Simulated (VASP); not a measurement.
# Ca (I4/mmm) in VASP: a series of runs

The runs below take Ca through single point, with LDA.

All numbers are computed with VASP 6.6.1; they aren't measurements. Logs are shortened: lines on timing, memory, paths and dates and some standing lists are left out, and cuts for length are marked.

## 1. The cell of the first run

The structure is tetragonal, space group I4/mmm (No. 139). The conventional cell has a = 3.952 Å, b = 3.952 Å, c = 5.756 Å, α = 90.00°, β = 90.00°, γ = 90.00°. Within 5.2 Å of Ca (site symmetry 4/mmm) lie 12 Ca at 3.95 to 4.01 Å.

## 2. Single point, LDA (strain +0.0300 x Voigt [1, 0, 0, 0, 0, 0])

Contents of INCAR:

```
SYSTEM = Ca
PREC = Accurate
ENCUT = 520
EDIFF = 1E-6
ISMEAR = 0
SIGMA = 0.15
LREAL = .FALSE.
LASPH = .TRUE.
NELM = 80
ALGO = Normal
ISIF = 2
LWAVE = .FALSE.
LCHARG = .FALSE.
GGA = CA
NBANDS = 11
```

Contents of KPOINTS:

```
Automatic mesh
0
G
  14 14 14
  0 0 0
```

Contents of POSCAR:

```
Ca
1.0
    0.0000000000      2.7942000000      2.7942000000
    2.8780260000      0.0000000000      2.7942000000
    2.8780260000      2.7942000000      0.0000000000
Ca
1
Direct
    0.0000000000      0.0000000000      0.0000000000
```

Potentials or basis: VASP PAW LDA potentials, release 64 (Ca_sv).

Started as:

```bash
$ cat potpaw_LDA.64/Ca_sv/POTCAR > POTCAR
$ mpirun -np 1 vasp_std > vasp.out
```

OUTCAR:

```text
SYSTEM = Ca
   PREC = Accurate
   ENCUT = 520
   EDIFF = 1E-6
   ISMEAR = 0
   LREAL = .FALSE.
   LASPH = .TRUE.
   NELM = 80
   ISIF = 2
   GGA = CA

 ion  position               nearest neighbor table
   1  0.000  0.000  0.000-

  LATTYP: Found a body centered tetragonal cell.
 ALAT       =     3.9515955360
 C/A-ratio  =     1.4566399692

  Lattice vectors:

 A1 = (   2.8780260000,   0.0000000000,   2.7942000000)
 A2 = (   2.8780260000,   0.0000000000,  -2.7942000000)
 A3 = (  -2.8780260000,   2.7942000000,   0.0000000000)

Analysis of symmetry for initial positions (statically):
=====================================================================
 Subroutine PRICEL returns:
 Original cell was already a primitive cell.

 Routine SETGRP: Setting up the symmetry group for a
 body centered tetragonal supercell.

 Subroutine GETGRP returns: Found 16 space group operations
 (whereof 16 operations were pure point group operations)
 out of a pool of 16 trial point group operations.

The static configuration has the point symmetry D_4h.

Analysis of symmetry for dynamics (positions and initial velocities):
=====================================================================
 Subroutine PRICEL returns:
 Original cell was already a primitive cell.

 Routine SETGRP: Setting up the symmetry group for a
 body centered tetragonal supercell.

 Subroutine GETGRP returns: Found 16 space group operations
 (whereof 16 operations were pure point group operations)
 out of a pool of 16 trial point group operations.

The dynamic configuration has the point symmetry D_4h.

 Subroutine INISYM returns: Found 16 space group operations
 (whereof 16 operations are pure point group operations),
 and found     1 'primitive' translations

----------------------------------------------------------------------------------------

                                     Primitive cell

  volume of cell :      44.9407

  direct lattice vectors                    reciprocal lattice vectors
     0.000000000  2.794200000  2.794200000    -0.173730189  0.178942094  0.178942094
     2.878026000  0.000000000  2.794200000     0.173730189 -0.178942094  0.178942094
     2.878026000  2.794200000  0.000000000     0.173730189  0.178942094 -0.178942094

  length of vectors
     3.951595536  4.011307430  4.011307430     0.306957203  0.306957203  0.306957203

  position of ions in fractional coordinates (direct lattice)
     0.000000000  0.000000000  0.000000000

  ion indices of the primitive-cell ions
   primitive index   ion index
[... 75 lines left out ...]
   EDIFFG = 0.1E-04   stopping-criterion for IOM
   NSW    =      0    number of steps for IOM
   IBRION =     -1    ionic relax: 0-MD 1-quasi-New 2-CG
   NFREE  =      0    steps in history (QN), initial steepest desc. (CG)
   ISIF   =      2    stress and relaxation
   ISYM   =      2    0-nonsym 1-usesym 2-fastsym
   POTIM  = 0.5000    time-step for ionic-motion
   TEBEG  =    0.0;   TEEND  =   0.0 temperature during run
   PSTRESS=    0.0 pullay stress
   NELECT =      10.0000    total number of electrons
   NUPDOWN=      -1.0000    fix difference up-down
   EMIN   =  10.00;   EMAX   =-10.00  energy-range for DOS
   EFERMI =   0.00;   METHOD = LEGACY
   ISMEAR =     0;   SIGMA  =   0.15  broadening in eV -4-tet -1-fermi 0-gaus
   EFERMI_NEDOS =   21; number of points for ismear=-14 and -15
   IALGO  =     38    algorithm
   IMIX   =      4    mixing-type and parameters
     AMIX     =   0.40;   BMIX     =  1.00
     AMIX_MAG =   1.60;   BMIX_MAG =  1.00
  volume/ion in A,a.u.               =      44.94       303.27
  Fermi-wavevector in a.u.,A,eV,Ry     =   0.992038  1.874680 13.390027  0.984139
  Thomas-Fermi vector in A             =   2.123822
   LORBIT       =      0    0 simple, 1 ext, 2 COOP (PROOUT), +10 PAW based schemes
   GGA     = CA    functional components
   LHFCALC =     F    Hartree Fock is set to
   AEXX    =    0.0000 exact exchange contribution
   IVDW    =     0    specifies the selected vdW correction
   LEPSILON=     F    determine dielectric tensor
   LRPA    =     F    only Hartree local field effects (RPA)
 non-spin polarized calculation
 Gauss-broadening in eV      SIGMA  =   0.15
  energy-cutoff  :      520.00
  volume of cell :       44.94
 maximum number of plane-waves:      1247
 NGX is ok and might be reduce to    30
   NGX = 15   NGY = 15   NGZ = 15

 number of electron      10.0000000 magnetization

 Free energy of the ion-electron system (eV)
  ---------------------------------------------------
  ext. energy  EPLUGINS =         0.00000000
  ---------------------------------------------------
  free energy    TOTEN  =        -2.15423763 eV

  energy without entropy =       -2.13871065  energy(sigma->0) =       -2.14647414

 E-fermi :   1.5462     XC(G=0):  -7.7635

 val. band max:        1.5344943985   @ k =   0.4286  -0.3571   0.0714
 cond. band min:       1.5481654798   @ k =  -0.3571   0.4286   0.0714
 fundamental gap:      0.0136710813
 Fermi energy:         1.5461940044

 k-point     1 :       0.0000    0.0000    0.0000
  band No.  band energies     occupation
      1     -40.1706      2.00000
      2     -21.3878      2.00000
      3     -21.3855      2.00000
      4     -21.3855      2.00000
      5      -2.3640      2.00000
      6       3.5840      0.00000
      7       3.7132      0.00000
      8       3.7132      0.00000
      9       4.5664      0.00000
     10       4.7310      0.00000
     11      10.4947      0.00000
[... 309 lines left out ...]
 k-point    24 :       0.2857    0.1429    0.0000
  band No.  band energies     occupation
      1     -40.1640      2.00000
      2     -21.4436      2.00000
      3     -21.4035      2.00000
      4     -21.4007      2.00000
      5      -1.1862      2.00000
      6       2.8095      0.00000
      7       3.6872      0.00000
      8       3.9360      0.00000
      9       4.3609      0.00000
     10       4.9135      0.00000
     11       8.7588      0.00000

 [... further k-points ...]
[... 5 lines left out ...]
  --------------------------------------------------------------------------------------
  -------------------------------------------------------------------------------------
  Total       -0.7411777     -0.6715565     -0.6715565      0.0000000      0.0000000     -0.0000000
  in kB      -26.4236768    -23.9416166    -23.9416166      0.0000000      0.0000000     -0.0000000
  external PRESSURE =     -24.7689700 kB  Pullay stress =       0.0000000 kB

 VOLUME and BASIS-vectors are now :
 -----------------------------------------------------------------------------
  energy-cutoff  :      520.00
  volume of cell :       44.94
      direct lattice vectors                 reciprocal lattice vectors
     0.000000000  2.794200000  2.794200000    -0.173730189  0.178942094  0.178942094
     2.878026000  0.000000000  2.794200000     0.173730189 -0.178942094  0.178942094
     2.878026000  2.794200000  0.000000000     0.173730189  0.178942094 -0.178942094

 POSITION                                       TOTAL-FORCE (eV/Angst)
 -----------------------------------------------------------------------------------
      0.00000      0.00000      0.00000         0.000000      0.000000      0.000000
 -----------------------------------------------------------------------------------
    total drift:                               -0.000000     -0.000000      0.000000

  FREE ENERGIE OF THE ION-ELECTRON SYSTEM (eV)
  ---------------------------------------------------
  free  energy   TOTEN  =        -2.1542376300 eV

  energy  without entropy=       -2.1387106508  energy(sigma->0) =       -2.14647414
```

OSZICAR:

```text
N       E                     dE             d eps       ncg     rms          rms(c)
DAV:   1     0.666590001991E+02    0.66659E+02   -0.49692E+03  5368   0.814E+02
DAV:   2    -0.598197297082E+00   -0.67257E+02   -0.66654E+02  5956   0.207E+02
DAV:   3    -0.209071329035E+01   -0.14925E+01   -0.14729E+01  7898   0.306E+01
DAV:   4    -0.216370088836E+01   -0.72988E-01   -0.72611E-01  7140   0.531E+00
DAV:   5    -0.216496720239E+01   -0.12663E-02   -0.12661E-02  7544   0.627E-01    0.233E+00
DAV:   6    -0.215672019129E+01    0.82470E-02   -0.12464E-02  6731   0.121E+00    0.141E+00
DAV:   7    -0.215469366293E+01    0.20265E-02   -0.17859E-02  6188   0.156E+00    0.998E-02
DAV:   8    -0.215423530759E+01    0.45836E-03   -0.19536E-03  6434   0.411E-01    0.210E-02
DAV:   9    -0.215423685952E+01   -0.15519E-05   -0.85980E-05  6946   0.809E-02    0.951E-03
DAV:  10    -0.215423762996E+01   -0.77044E-06   -0.67587E-06  8122   0.181E-02
   1 F= -.21542376E+01 E0= -.21464741E+01  d E =-.155270E-01
```

stdout:

```text
POSCAR found type information on POSCAR Ca
 POSCAR found :  1 types and       1 ions
 scaLAPACK will be used
 LDA part: xc-table for (Slater(with rela. corr.)+CA(PZ))
 , standard interpolation
 POSCAR, INCAR and KPOINTS ok, starting setup
 FFT: planning ... GRIDC
 FFT: planning ... GRID_SOFT
 FFT: planning ... GRID
 WAVECAR not read
 entering main loop
```

Wall time 2.5 min (1 thread of Intel Xeon 8259CL, shared host); peak memory 0.24 GiB.

What came out:

| Property | Result |
| --- | --- |
| Free energy | -2.1542 eV |
| Pressure | -2.5 GPa |
| Band gap on the k mesh | zero (bands 5 and 6 overlap by 0.33 eV) |

Caveat: the cell differs from its parent crystal (strain +0.0300 x Voigt [1, 0, 0, 0, 0, 0]).

## 3. Single point, LDA (strain +0.0350 x Voigt [1, 0, 0, 0, 0, 0])

Contents of INCAR:

```
  ALGO = Normal
  EDIFF = 1E-6
  ENCUT = 520
  GGA = CA
  ISIF = 2
  ISMEAR = 0
  LASPH = T
  LCHARG = T
  LELF = T
  LREAL = F
  LVHAR = T
  LWAVE = F
  NBANDS = 11
  NELM = 80
  PREC = Accurate
  SIGMA = 0.15
```

Contents of KPOINTS:

```
k-points
0
Gamma
  14 14 14
```

Contents of POSCAR:

```
Ca
1.0
    0.0000000000      2.7942000000      2.7942000000
    2.8919970000      0.0000000000      2.7942000000
    2.8919970000      2.7942000000      0.0000000000
Ca
1
Direct
    0.0000000000      0.0000000000      0.0000000000
```

Potentials or basis: VASP PAW LDA potentials, release 64 (Ca_sv).

Started as:

```bash
$ cat potpaw_LDA.64/Ca_sv/POTCAR > POTCAR
$ mpirun -np 1 vasp_std > vasp.out
```

OUTCAR:

```text
EDIFF = 1E-6
   ENCUT = 520
   GGA = CA
   ISIF = 2
   ISMEAR = 0
   LASPH = T
   LREAL = F
   NELM = 80
   PREC = Accurate

 ion  position               nearest neighbor table
   1  0.000  0.000  0.000-

  LATTYP: Found a body centered tetragonal cell.
 ALAT       =     3.9515955360
 C/A-ratio  =     1.4637110371

  Lattice vectors:

 A1 = (   2.8919970000,   0.0000000000,   2.7942000000)
 A2 = (   2.8919970000,   0.0000000000,  -2.7942000000)
 A3 = (  -2.8919970000,   2.7942000000,   0.0000000000)

Analysis of symmetry for initial positions (statically):
=====================================================================
 Subroutine PRICEL returns:
 Original cell was already a primitive cell.

 Routine SETGRP: Setting up the symmetry group for a
 body centered tetragonal supercell.

 Subroutine GETGRP returns: Found 16 space group operations
 (whereof 16 operations were pure point group operations)
 out of a pool of 16 trial point group operations.

The static configuration has the point symmetry D_4h.

Analysis of symmetry for dynamics (positions and initial velocities):
=====================================================================
 Subroutine PRICEL returns:
 Original cell was already a primitive cell.

 Routine SETGRP: Setting up the symmetry group for a
 body centered tetragonal supercell.

 Subroutine GETGRP returns: Found 16 space group operations
 (whereof 16 operations were pure point group operations)
 out of a pool of 16 trial point group operations.

The dynamic configuration has the point symmetry D_4h.

 Subroutine INISYM returns: Found 16 space group operations
 (whereof 16 operations are pure point group operations),
 and found     1 'primitive' translations

----------------------------------------------------------------------------------------

                                     Primitive cell

  volume of cell :      45.1588
[... 107 lines left out ...]
     AMIX_MAG =   1.60;   BMIX_MAG =  1.00
  volume/ion in A,a.u.               =      45.16       304.75
  Fermi-wavevector in a.u.,A,eV,Ry     =   0.990438  1.871656 13.346868  0.980967
  Thomas-Fermi vector in A             =   2.122108
   LORBIT       =      0    0 simple, 1 ext, 2 COOP (PROOUT), +10 PAW based schemes
   GGA     = CA    functional components
   LHFCALC =     F    Hartree Fock is set to
   AEXX    =    0.0000 exact exchange contribution
   IVDW    =     0    specifies the selected vdW correction
   LEPSILON=     F    determine dielectric tensor
   LRPA    =     F    only Hartree local field effects (RPA)
 non-spin polarized calculation
 Gauss-broadening in eV      SIGMA  =   0.15
  energy-cutoff  :      520.00
  volume of cell :       45.16
 maximum number of plane-waves:      1247
 NGX is ok and might be reduce to    30
   NGX = 15   NGY = 15   NGZ = 15

 number of electron      10.0000000 magnetization

 Free energy of the ion-electron system (eV)
  ---------------------------------------------------
  ext. energy  EPLUGINS =         0.00000000
  ---------------------------------------------------
  free energy    TOTEN  =        -2.15065247 eV

  energy without entropy =       -2.13508399  energy(sigma->0) =       -2.14286823

 E-fermi :   1.5285     XC(G=0):  -7.7482

 val. band max:        1.5218620009   @ k =  -0.3571   0.3571   0.1429
 cond. band min:       1.5368182693   @ k =  -0.3571   0.4286   0.0714
 fundamental gap:      0.0149562683
 Fermi energy:         1.5284998943

 k-point     1 :       0.0000    0.0000    0.0000
  band No.  band energies     occupation
      1     -40.1999      2.00000
      2     -21.4178      2.00000
      3     -21.4152      2.00000
      4     -21.4152      2.00000
      5      -2.3732      2.00000
      6       3.5462      0.00000
      7       3.6964      0.00000
      8       3.6964      0.00000
      9       4.5214      0.00000
     10       4.7127      0.00000
     11      10.4593      0.00000
[... 309 lines left out ...]
 k-point    24 :       0.2857    0.1429    0.0000
  band No.  band energies     occupation
      1     -40.1935      2.00000
      2     -21.4725      2.00000
      3     -21.4331      2.00000
      4     -21.4301      2.00000
      5      -1.1969      2.00000
      6       2.7905      0.00000
      7       3.6656      0.00000
      8       3.9068      0.00000
      9       4.3318      0.00000
     10       4.8779      0.00000
     11       8.7059      0.00000

 [... further k-points ...]
[... 5 lines left out ...]
  --------------------------------------------------------------------------------------
  -------------------------------------------------------------------------------------
  Total       -0.7679687     -0.6850236     -0.6850236      0.0000000      0.0000000      0.0000000
  in kB      -27.2465372    -24.3037524    -24.3037524      0.0000000      0.0000000      0.0000000
  external PRESSURE =     -25.2846807 kB  Pullay stress =       0.0000000 kB

 VOLUME and BASIS-vectors are now :
 -----------------------------------------------------------------------------
  energy-cutoff  :      520.00
  volume of cell :       45.16
      direct lattice vectors                 reciprocal lattice vectors
     0.000000000  2.794200000  2.794200000    -0.172890912  0.178942094  0.178942094
     2.891997000  0.000000000  2.794200000     0.172890912 -0.178942094  0.178942094
     2.891997000  2.794200000  0.000000000     0.172890912  0.178942094 -0.178942094

 POSITION                                       TOTAL-FORCE (eV/Angst)
 -----------------------------------------------------------------------------------
      0.00000      0.00000      0.00000        -0.000000     -0.000000      0.000000
 -----------------------------------------------------------------------------------
    total drift:                               -0.000000     -0.000000      0.000000

  FREE ENERGIE OF THE ION-ELECTRON SYSTEM (eV)
  ---------------------------------------------------
  free  energy   TOTEN  =        -2.1506524652 eV

  energy  without entropy=       -2.1350839919  energy(sigma->0) =       -2.14286823
```

Wall time 2.4 min (1 thread of Intel Xeon 8259CL, shared host); peak memory 0.24 GiB.

What came out:

```
Free energy            : -2.1507 eV
Pressure               : -2.5 GPa
Band gap on the k mesh : zero (bands 5 and 6 overlap by 0.33 eV)
```

Caveat: the cell differs from its parent crystal (strain +0.0350 x Voigt [1, 0, 0, 0, 0, 0]).

(Part 1 of 2 ends here.)
